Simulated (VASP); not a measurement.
# KCl in VASP: single point with PBE+D3(BJ)

Aim: the single point of KCl with PBE+D3(BJ).

Program: VASP 6.6.1. These are calculated values, not measurements. Logs are shortened: lines on timing, memory, paths and dates and some standing lists are left out, and cuts for length are marked.

## Step 1: The cell of the first run

The cell holds a slab with vacuum, 16 atoms: a = 8.858 Å, b = 8.858 Å, c = 21.424 Å, α = 90.00°, β = 90.00°, γ = 120.00°.

## Step 2: Single point, PBE+D3(BJ)

INCAR reads:

```
SYSTEM = KCl
PREC = Accurate
ENCUT = 520
EDIFF = 1E-7
ISMEAR = 0
SIGMA = 0.05
LREAL = Auto
LASPH = .TRUE.
NELM = 100
ALGO = Normal
ISIF = 2
LWAVE = .FALSE.
LCHARG = .FALSE.
LDIPOL = .TRUE.
IDIPOL = 3
DIPOL = 0.5 0.5 0.510
GGA = PE
IVDW = 12
NBANDS = 78
```

KPOINTS reads:

```
regular mesh
0
G
  2 2 1
  0 0 0
```

POSCAR reads:

```
KCl
1.0
    8.8578477482      0.0000000000      0.0000000000
   -4.4289238741      7.6711211728      0.0000000000
    0.0000000000      0.0000000000     21.4243018006
Cl K
8 8
Direct
    0.1666666667      0.3333333333      0.3734077346
    0.1666666667      0.8333333333      0.3734077346
    0.6666666667      0.3333333333      0.3734077346
    0.6666666667      0.8333333333      0.3734077346
    0.5000000000      0.5000000000      0.5724168173
    0.5000000000      0.0000000000      0.5724168173
    0.0000000000      0.5000000000      0.5724168173
    0.0000000000      0.0000000000      0.5724168173
    0.3333333333      0.1666666667      0.4578025782
    0.3333333333      0.6666666667      0.4578025782
    0.8333333333      0.1666666667      0.4578025782
    0.8333333333      0.6666666667      0.4578025782
    0.6666666667      0.3333333333      0.6352506754
    0.6666666667      0.8333333333      0.6352506754
    0.1666666667      0.3333333333      0.6352506754
    0.1666666667      0.8333333333      0.6352506754
```

Potentials or basis: VASP PAW PBE potentials, release 64 (Cl, K_sv).

Started as:

```bash
$ cat potpaw_PBE.64/Cl/POTCAR potpaw_PBE.64/K_sv/POTCAR > POTCAR
$ mpirun -np 1 vasp_std > vasp.out
```

OUTCAR:

```text
SYSTEM = KCl
   PREC = Accurate
   ENCUT = 520
   EDIFF = 1E-7
   ISMEAR = 0
   LREAL = Auto
   LASPH = .TRUE.
   NELM = 100
   ISIF = 2
   GGA = PE
   IVDW = 12
 IVDW          = 12

 ion  position               nearest neighbor table
   1  0.167  0.333  0.373-   9 3.13  11 3.13  10 3.13
   2  0.167  0.833  0.373-  10 3.13  12 3.13   9 3.13
   3  0.667  0.333  0.373-  11 3.13   9 3.13  12 3.13
   4  0.667  0.833  0.373-  12 3.13  10 3.13  11 3.13
   5  0.500  0.500  0.572-  15 2.89  14 2.89  13 2.89
   6  0.500  0.000  0.572-  16 2.89  13 2.89  14 2.89
[... 8 lines left out ...]
  15  0.167  0.333  0.635-   5 2.89   8 2.89   7 2.89
  16  0.167  0.833  0.635-   6 2.89   7 2.89   8 2.89
[... 7 lines left out ...]
 A1 = (   8.8578477482,   0.0000000000,   0.0000000000)
 A2 = (  -4.4289238741,   7.6711211728,   0.0000000000)
 A3 = (   0.0000000000,   0.0000000000,  21.4243018006)

Analysis of symmetry for initial positions (statically):
=====================================================================
 Subroutine PRICEL returns following result:

  LATTYP: Found a hexagonal cell.
 ALAT       =     4.4289238741
 C/A-ratio  =     4.8373605891

  Lattice vectors:

 A1 = (   4.4289238741,   0.0000000000,   0.0000000000)
 A2 = (  -2.2144619370,   3.8355605864,   0.0000000000)
 A3 = (   0.0000000000,   0.0000000000,  21.4243018006)

   4 primitive cells build up your supercell.

 Routine SETGRP: Setting up the symmetry group for a
 hexagonal supercell.

 Subroutine GETGRP returns: Found  6 space group operations
 (whereof  6 operations were pure point group operations)
 out of a pool of 24 trial point group operations.

The static configuration has the point symmetry C_3v.

Analysis of symmetry for dynamics (positions and initial velocities):
=====================================================================
 Subroutine PRICEL returns following result:

  LATTYP: Found a hexagonal cell.
 ALAT       =     4.4289238741
 C/A-ratio  =     4.8373605891

  Lattice vectors:

 A1 = (   4.4289238741,   0.0000000000,   0.0000000000)
 A2 = (  -2.2144619370,   3.8355605864,   0.0000000000)
 A3 = (   0.0000000000,   0.0000000000,  21.4243018006)

   4 primitive cells build up your supercell.

 Routine SETGRP: Setting up the symmetry group for a
 hexagonal supercell.

 Subroutine GETGRP returns: Found  6 space group operations
 (whereof  6 operations were pure point group operations)
 out of a pool of 24 trial point group operations.

The dynamic configuration has the point symmetry C_3v.

[... 97 lines left out ...]
   IMIX   =      4    mixing-type and parameters
     AMIX     =   0.40;   BMIX     =  1.00
     AMIX_MAG =   1.60;   BMIX_MAG =  1.00
  volume/ion in A,a.u.               =      90.99       614.00
  Fermi-wavevector in a.u.,A,eV,Ry     =   0.727970  1.375664  7.210279  0.529941
  Thomas-Fermi vector in A             =   1.819327
   LORBIT       =      0    0 simple, 1 ext, 2 COOP (PROOUT), +10 PAW based schemes
   GGA     = PE    functional components
   LHFCALC =     F    Hartree Fock is set to
   AEXX    =    0.0000 exact exchange contribution
   IVDW    =    12    specifies the selected vdW correction
   LEPSILON=     F    determine dielectric tensor
   LRPA    =     F    only Hartree local field effects (RPA)
 non-spin polarized calculation
 Gauss-broadening in eV      SIGMA  =   0.05
  energy-cutoff  :      520.00
  volume of cell :     1455.77
 maximum number of plane-waves:     39211
 NGX is ok and might be reduce to    70
   NGX = 33   NGY = 33   NGZ = 79

 number of electron     127.9999992 magnetization

 dipolmoment           0.000000      0.000000     -2.447845 electrons x Angstroem

 Free energy of the ion-electron system (eV)
  ---------------------------------------------------
  ext. energy  EPLUGINS =         0.00000000
  ---------------------------------------------------
  free energy    TOTEN  =       -45.28613453 eV

  energy without entropy =      -45.24162822  energy(sigma->0) =      -45.26388138

 E-fermi :  -3.0981     XC(G=0):  -3.4063

 val. band max:       -3.1510397784   @ k =   0.5000   0.0000   0.0000
 cond. band min:      -3.0934199385   @ k =   0.0000   0.0000   0.0000
 fundamental gap:      0.0576198399
 Fermi energy:        -3.0981129575

 k-point     1 :       0.0000    0.0000    0.0000
  band No.  band energies     occupation
      1     -35.0050      2.00000
      2     -34.9969      2.00000
      3     -34.9969      2.00000
      4     -34.9969      2.00000
      5     -32.2579      2.00000
      6     -32.2515      2.00000
[... 68 lines left out ...]
     75       0.0315      0.00000
     76       0.0315      0.00000

 k-point     2 :       0.5000    0.0000    0.0000
  band No.  band energies     occupation
      1     -35.0010      2.00000
      2     -35.0010      2.00000
      3     -34.9969      2.00000
      4     -34.9969      2.00000
      5     -32.2547      2.00000
      6     -32.2547      2.00000
[... 68 lines left out ...]
     75       0.1725      0.00000
     76       0.1725      0.00000
 [bands above 76 left out]

------------------------ aborting loop because EDIFF is reached ----------------------------------------

 vacuum level on the upper side and lower side of the slab       (xc-potential included)        -3.524         2.978

 Edisp (eV)   -2.00195

 E8    (eV) :    -0.9477

  FORCE on cell =-STRESS in cart. coord.  units (eV):
  Direction    XX          YY          ZZ          XY          YZ          ZX
  --------------------------------------------------------------------------------------
  -------------------------------------------------------------------------------------
  Total       2.86651     2.86651    -6.66952     0.00000     0.00000     0.00000
  in kB       3.15479     3.15479    -7.34026     0.00000     0.00000     0.00000
  external pressure =       -0.34 kB  Pullay stress =        0.00 kB

 VOLUME and BASIS-vectors are now :
 -----------------------------------------------------------------------------
  energy-cutoff  :      520.00
  volume of cell :     1455.77
      direct lattice vectors                 reciprocal lattice vectors
     8.857847748  0.000000000  0.000000000     0.112894241  0.065179521  0.000000000
    -4.428923874  7.671121173  0.000000000     0.000000000  0.130359041  0.000000000
     0.000000000  0.000000000 21.424301801     0.000000000  0.000000000  0.046675967

 POSITION                                       TOTAL-FORCE (eV/Angst)
 -----------------------------------------------------------------------------------
      0.00000      2.55704      8.00000        -0.000000      0.000000      0.980170
     -2.21446      6.39260      8.00000         0.000000     -0.000000      0.980170
      4.42892      2.55704      8.00000         0.000000      0.000000      0.980170
      2.21446      6.39260      8.00000        -0.000000      0.000000      0.980170
      2.21446      3.83556     12.26363         0.000000     -0.000000     -0.007816
      4.42892      0.00000     12.26363         0.000000      0.000000     -0.007816
[... 8 lines left out ...]
      0.00000      2.55704     13.60980         0.000000      0.000000      0.011713
     -2.21446      6.39260     13.60980        -0.000000     -0.000000      0.011713
 -----------------------------------------------------------------------------------
    total drift:                               -0.000002      0.000001      0.025843

  FREE ENERGIE OF THE ION-ELECTRON SYSTEM (eV)
  ---------------------------------------------------
  free  energy   TOTEN  =       -47.2880889751 eV

  energy  without entropy=      -47.2435826646  energy(sigma->0) =      -47.26583582

 vacuum level on the upper side and lower side of the slab        -1.430         5.235
```

OSZICAR:

```text
N       E                     dE             d eps       ncg     rms          rms(c)
DAV:   1     0.116604933433E+04    0.11660E+04   -0.49206E+04   344   0.124E+03
DAV:   2     0.131567160064E+03   -0.10345E+04   -0.10126E+04   444   0.308E+02
DAV:   3    -0.478164593847E+02   -0.17938E+03   -0.17880E+03   384   0.104E+02
[... 34 lines left out ...]
DAV:  38    -0.452861352478E+02    0.30791E-05   -0.19627E-07   240   0.839E-04    0.955E-03
DAV:  39    -0.452861343568E+02    0.89099E-06   -0.59295E-08   224   0.534E-04    0.428E-03
DAV:  40    -0.452861350614E+02   -0.70453E-06   -0.44618E-08   218   0.541E-04    0.849E-03
DAV:  41    -0.452861345342E+02    0.52712E-06   -0.30142E-08   216   0.308E-04    0.547E-03
DAV:  42    -0.452861345313E+02    0.29486E-08   -0.25263E-08   190   0.203E-04
   1 F= -.47288089E+02 E0= -.47265836E+02  d E =-.445063E-01
```

stdout:

```text
POSCAR found type information on POSCAR ClK
 POSCAR found :  2 types and      16 ions
 scaLAPACK will be used
 LDA part: xc-table for (Slater+PW92), standard interpolation
 POSCAR, INCAR and KPOINTS ok, starting setup
 FFT: planning ... GRIDC
 FFT: planning ... GRID_SOFT
 FFT: planning ... GRID
 WAVECAR not read
 entering main loop
```

Wall time 27 min (1 thread of Intel Xeon 8259CL, shared host); peak memory 1.4 GiB.

Results:

```
Free energy                : -47.2881 eV
Largest force              : 0.984 eV/Å
Band gap on the k mesh     : zero (filled and empty bands touch)
Dispersion energy per atom : -0.125 eV
```

Forces on the atoms (eV/Å):
```
Cl   0.000  0.000  0.980
Cl   0.000  0.000  0.980
Cl   0.000  0.000  0.980
Cl   0.000  0.000  0.980
Cl   0.000  0.000 -0.008
Cl   0.000  0.000 -0.008
Cl   0.000  0.000 -0.008
Cl   0.000  0.000 -0.008
K    0.000  0.000 -0.984
K    0.000  0.000 -0.984
K    0.000  0.000 -0.984
K    0.000  0.000 -0.984
K    0.000  0.000  0.012
K    0.000  0.000  0.012
K    0.000  0.000  0.012
K    0.000  0.000  0.012
```

Levels at points of the mesh, in eV from the Fermi level:
```tsv
k point	band 61	band 62	band 63	band 64	band 65	band 66
(0.00, 0.00, 0.00)	-0.11	-0.11	-0.11	0.00	0.00	1.51
(0.50, 0.00, 0.00)	-0.24	-0.24	-0.05	-0.05	0.05	0.05
```

Caveat: the k points lie up to 0.41 Å⁻¹ apart.

The gap in the log of VASP goes by the Fermi energy; the results here count the filled bands.